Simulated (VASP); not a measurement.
# BP (F-43m) in VASP: notebook

Runs on BP. Level: LDA. Tasks: electric field gradients.

Program: VASP 6.6.1. These are calculated values, not measurements. Logs are shortened: lines on timing, memory, paths and dates and some standing lists are left out, and cuts for length are marked.

## (1) The cell of the first run

Symmetry: F-43m, No. 216, cubic system. Conventional cell: a = 4.508 Å, b = 4.508 Å, c = 4.508 Å, α = 90.00°, β = 90.00°, γ = 90.00°. B (site symmetry -43m) has 4 P at 1.95 Å within 2.6 Å. Within 2.6 Å of P (site symmetry -43m) lie 4 B at 1.95 Å.

## (2) Electric field gradients, LDA (volume scaled by 0.98)

INCAR

```
ALGO = Normal
EDIFF = 1E-8
ENCUT = 520
ISIF = 2
ISMEAR = -1
LASPH = True
LCHARG = False
LEFG = True
LREAL = False
LWAVE = False
NBANDS = 11
NELM = 80
PREC = Accurate
SIGMA = 0.05
```

KPOINTS

```
k-points
0
Gamma
  15 15 15
```

POSCAR

```
BP
1.0
    0.0000000000      2.2537713532      2.2537713532
    2.2537713532      0.0000000000      2.2537713532
    2.2537713532      2.2537713532      0.0000000000
B P
1 1
Direct
    0.0000000000      0.0000000000      0.0000000000
    0.7500000000      0.7500000000      0.7500000000
```

Potentials or basis: VASP PAW LDA potentials, release 64 (B, P).

Run with:

```sh
> cat potpaw_LDA.64/B/POTCAR potpaw_LDA.64/P/POTCAR > POTCAR
> mpirun -np 1 vasp_std > vasp.out
```

OUTCAR:

```text
EDIFF = 1E-8
   ENCUT = 520
   ISIF = 2
   ISMEAR = -1
   LASPH = True
   LREAL = False
   NELM = 80
   PREC = Accurate

 ion  position               nearest neighbor table
   1  0.000  0.000  0.000-   2 1.95   2 1.95   2 1.95   2 1.95
   2  0.750  0.750  0.750-   1 1.95   1 1.95   1 1.95   1 1.95

  LATTYP: Found a face centered cubic cell.
 ALAT       =     4.5075427064

  Lattice vectors:

 A1 = (   0.0000000000,   2.2537713532,   2.2537713532)
 A2 = (   2.2537713532,   0.0000000000,   2.2537713532)
 A3 = (   2.2537713532,   2.2537713532,   0.0000000000)

Analysis of symmetry for initial positions (statically):
[... 5 lines left out ...]
 face centered cubic supercell.

 Subroutine GETGRP returns: Found 24 space group operations
 (whereof 24 operations were pure point group operations)
 out of a pool of 48 trial point group operations.

The static configuration has the point symmetry T_d .

Analysis of symmetry for dynamics (positions and initial velocities):
[... 5 lines left out ...]
 face centered cubic supercell.

 Subroutine GETGRP returns: Found 24 space group operations
 (whereof 24 operations were pure point group operations)
 out of a pool of 48 trial point group operations.

The dynamic configuration has the point symmetry T_d .

 Subroutine INISYM returns: Found 24 space group operations
 (whereof 24 operations are pure point group operations),
 and found     1 'primitive' translations

----------------------------------------------------------------------------------------

                                     Primitive cell

  volume of cell :      22.8960

  direct lattice vectors                    reciprocal lattice vectors
     0.000000000  2.253771353  2.253771353    -0.221850366  0.221850366  0.221850366
     2.253771353  0.000000000  2.253771353     0.221850366 -0.221850366  0.221850366
     2.253771353  2.253771353  0.000000000     0.221850366  0.221850366 -0.221850366

  length of vectors
     3.187314014  3.187314014  3.187314014     0.384256106  0.384256106  0.384256106

  position of ions in fractional coordinates (direct lattice)
     0.000000000  0.000000000  0.000000000
     0.750000000  0.750000000  0.750000000

  ion indices of the primitive-cell ions
   primitive index   ion index
                 1           1
                 2           2

----------------------------------------------------------------------------------------

 KPOINTS: k-points

Automatic generation of k-mesh.
 Grid dimensions read from file:
 generate k-points for:   15   15   15

 Generating k-lattice:

  Cartesian coordinates                     Fractional coordinates (reciprocal lattice)
    -0.014790024  0.014790024  0.014790024     0.066666667  0.000000000  0.000000000
     0.014790024 -0.014790024  0.014790024     0.000000000  0.066666667  0.000000000
     0.014790024  0.014790024 -0.014790024     0.000000000  0.000000000  0.066666667

  Length of vectors
     0.025617074  0.025617074  0.025617074

  Shift w.r.t. Gamma in fractional coordinates (k-lattice)
     0.000000000  0.000000000  0.000000000

 Subroutine IBZKPT returns following result:
 ===========================================

 Found    120 irreducible k-points:

 Following reciprocal coordinates:
            Coordinates               Weight
  0.000000  0.000000  0.000000      1.000000
  0.066667  0.000000  0.000000      8.000000
  0.133333  0.000000  0.000000      8.000000
  0.200000  0.000000  0.000000      8.000000
  0.266667  0.000000  0.000000      8.000000
  0.333333  0.000000  0.000000      8.000000
[... 16 lines left out ...]
  0.133333  0.133333  0.000000      6.000000
  0.200000  0.133333  0.000000     24.000000
 [... further k-points ...]
   k-points           NKPTS =    120   k-points in BZ     NKDIM =    120   number of bands    NBANDS=     11
   number of dos      NEDOS =    301   number of ions     NIONS =      2
   total plane-waves  NPLWV =  13824
   dimension x,y,z NGX =    24 NGY =   24 NGZ =   24
   dimension x,y,z NGXF=    48 NGYF=   48 NGZF=   48
   ions per type =               1   1
   NGX,Y,Z   is equivalent  to a cutoff of  12.52, 12.52, 12.52 a.u.
   NGXF,Y,Z  is equivalent  to a cutoff of  25.04, 25.04, 25.04 a.u.
 SYSTEM =  unknown system
   PREC   = accura    normal or accurate (medium, high low for compatibility)
   ISTART =      0    job   : 0-new  1-cont  2-samecut
   ICHARG =      2    charge: 1-file 2-atom 10-const
   ISPIN  =      1    spin polarized calculation?
   LNONCOLLINEAR =      F non collinear calculations
   LSORBIT =      F    spin-orbit coupling
   LASPH  =      T    aspherical Exc in radial PAW
   ENCUT  =  520.0 eV  38.22 Ry    6.18 a.u.   5.93  5.93  5.93*2*pi/ulx,y,z
   NELM   =     80;   NELMIN=  2; NELMDL= -5     # of ELM steps
   EDIFF  = 0.1E-07   stopping-criterion for ELM
   LREAL  =      F    real-space projection
   EDIFFG = 0.1E-06   stopping-criterion for IOM
   NSW    =      0    number of steps for IOM
   IBRION =     -1    ionic relax: 0-MD 1-quasi-New 2-CG
   NFREE  =      0    steps in history (QN), initial steepest desc. (CG)
   ISIF   =      2    stress and relaxation
   ISYM   =      2    0-nonsym 1-usesym 2-fastsym
   POTIM  = 0.5000    time-step for ionic-motion
   TEBEG  =    0.0;   TEEND  =   0.0 temperature during run
   PSTRESS=    0.0 pullay stress
   NELECT =       8.0000    total number of electrons
   NUPDOWN=      -1.0000    fix difference up-down
   EMIN   =  10.00;   EMAX   =-10.00  energy-range for DOS
   EFERMI =   0.00;   METHOD = LEGACY
   ISMEAR =    -1;   SIGMA  =   0.05  broadening in eV -4-tet -1-fermi 0-gaus
   EFERMI_NEDOS =   21; number of points for ismear=-14 and -15
   IALGO  =     38    algorithm
   IMIX   =      4    mixing-type and parameters
     AMIX     =   0.40;   BMIX     =  1.00
     AMIX_MAG =   1.60;   BMIX_MAG =  1.00
  volume/ion in A,a.u.               =      11.45        77.25
  Fermi-wavevector in a.u.,A,eV,Ry     =   1.153059  2.178966 18.089568  1.329546
  Thomas-Fermi vector in A             =   2.289706
   LORBIT       =      0    0 simple, 1 ext, 2 COOP (PROOUT), +10 PAW based schemes
   GGA     = CA    functional components
   LHFCALC =     F    Hartree Fock is set to
   AEXX    =    0.0000 exact exchange contribution
   IVDW    =     0    specifies the selected vdW correction
   LEPSILON=     F    determine dielectric tensor
   LRPA    =     F    only Hartree local field effects (RPA)
 non-spin polarized calculation
  energy-cutoff  :      520.00
  volume of cell :       22.90
 maximum number of plane-waves:       629
   NGX = 11   NGY = 11   NGZ = 11

 number of electron       8.0000001 magnetization

 Free energy of the ion-electron system (eV)
  ---------------------------------------------------
  ext. energy  EPLUGINS =         0.00000000
  ---------------------------------------------------
  free energy    TOTEN  =       -14.39807933 eV

  energy without entropy =      -14.39807929  energy(sigma->0) =      -14.39807931

 E-fermi :   8.2176     XC(G=0): -11.1716

 val. band max:        7.6484267940   @ k =   0.0000   0.0000   0.0000
 cond. band min:       8.8128032804   @ k =   0.4000   0.4000   0.0000
 fundamental gap:      1.1643764864
 Fermi energy:         8.2175991786

 k-point     1 :       0.0000    0.0000    0.0000
  band No.  band energies     occupation
      1      -7.9207      2.00000
      2       7.6484      1.99998
      3       7.6484      1.99998
      4       7.6484      1.99998
      5      11.0589      0.00000
      6      11.0589      0.00000
      7      11.0589      0.00000
      8      15.3271      0.00000
      9      19.0482      0.00000
     10      19.8896      0.00000
     11      19.8896      0.00000

 k-point     2 :       0.0667    0.0000    0.0000
  band No.  band energies     occupation
      1      -7.8393      2.00000
      2       6.9956      2.00000
      3       7.5043      2.00000
      4       7.5043      2.00000
      5      11.2578      0.00000
      6      11.2578      0.00000
      7      11.3216      0.00000
      8      15.5504      0.00000
      9      19.3164      0.00000
     10      19.4926      0.00000
     11      19.4926      0.00000
[... 295 lines left out ...]
 k-point    24 :       0.2000    0.1333    0.0000
  band No.  band energies     occupation
      1      -7.1927      2.00000
      2       5.0321      2.00000
      3       5.9089      2.00000
      4       6.2809      2.00000
      5      10.3343      0.00000
      6      13.3534      0.00000
      7      13.4908      0.00000
      8      14.7669      0.00000
      9      18.5725      0.00000
     10      20.3714      0.00000
     11      21.1260      0.00000

 [... further k-points ...]
[... 5 lines left out ...]
  --------------------------------------------------------------------------------------
  -------------------------------------------------------------------------------------
  Total       -0.2949948     -0.2949948     -0.2949948      0.0000000      0.0000000      0.0000000
  in kB      -20.6426447    -20.6426447    -20.6426447      0.0000000      0.0000000      0.0000000
  external PRESSURE =     -20.6426447 kB  Pullay stress =       0.0000000 kB

 VOLUME and BASIS-vectors are now :
 -----------------------------------------------------------------------------
  energy-cutoff  :      520.00
  volume of cell :       22.90
      direct lattice vectors                 reciprocal lattice vectors
     0.000000000  2.253771353  2.253771353    -0.221850366  0.221850366  0.221850366
     2.253771353  0.000000000  2.253771353     0.221850366 -0.221850366  0.221850366
     2.253771353  2.253771353  0.000000000     0.221850366  0.221850366 -0.221850366

 POSITION                                       TOTAL-FORCE (eV/Angst)
 -----------------------------------------------------------------------------------
      0.00000      0.00000      0.00000         0.000000      0.000000      0.000000
      3.38066      3.38066      3.38066        -0.000000     -0.000000     -0.000000
 -----------------------------------------------------------------------------------
    total drift:                               -0.000000     -0.000000     -0.000000

  FREE ENERGIE OF THE ION-ELECTRON SYSTEM (eV)
  ---------------------------------------------------
  free  energy   TOTEN  =       -14.3980793342 eV

  energy  without entropy=      -14.3980792863  energy(sigma->0) =      -14.39807931

 Electric field gradients (V/A^2)
---------------------------------------------------------------------
 ion       V_xx      V_yy      V_zz      V_xy      V_xz      V_yz
---------------------------------------------------------------------
   1      -0.000    -0.000     0.000     0.000     0.000     0.000
   2      -0.000    -0.000    -0.000    -0.000    -0.000    -0.000
---------------------------------------------------------------------

 Electric field gradients after diagonalization (V/A^2)
 (convention: |V_zz| > |V_xx| > |V_yy|)
----------------------------------------------------------------------
 ion       V_xx      V_yy      V_zz     asymmetry (V_yy - V_xx)/ V_zz
----------------------------------------------------------------------
   1      -0.000    -0.000     0.000       0.000
   2       0.000     0.000    -0.000       0.000
----------------------------------------------------------------------

           NMR quadrupolar parameters

 Cq : quadrupolar parameter    Cq=e*Q*V_zz/h
 eta: asymmetry parameters     (V_yy - V_xx)/ V_zz
 Q  : nuclear electric quadrupole moment in mb (millibarn)
----------------------------------------------------------------------
 ion       Cq(MHz)       eta       Q (mb)
----------------------------------------------------------------------
   1       0.000       0.000       1.000
   2      -0.000       0.000       1.000
----------------------------------------------------------------------
```

Run time: 32 s. Hardware: 1 thread of AMD EPYC 7R43 (Zen 3), shared host; peak memory 0.1 GiB.

Results:

* Free energy: -14.3981 eV
* Pressure: -2.1 GPa
* Band gap on the k mesh: 1.16 eV, indirect (least direct gap 3.41 eV)

Caveat: without QUAD_EFG the Cq values of the log hold for a quadrupole moment of 1 mb, not for the nuclei. A k mesh can miss the band edges.

(Part 1 of 2 ends here.)
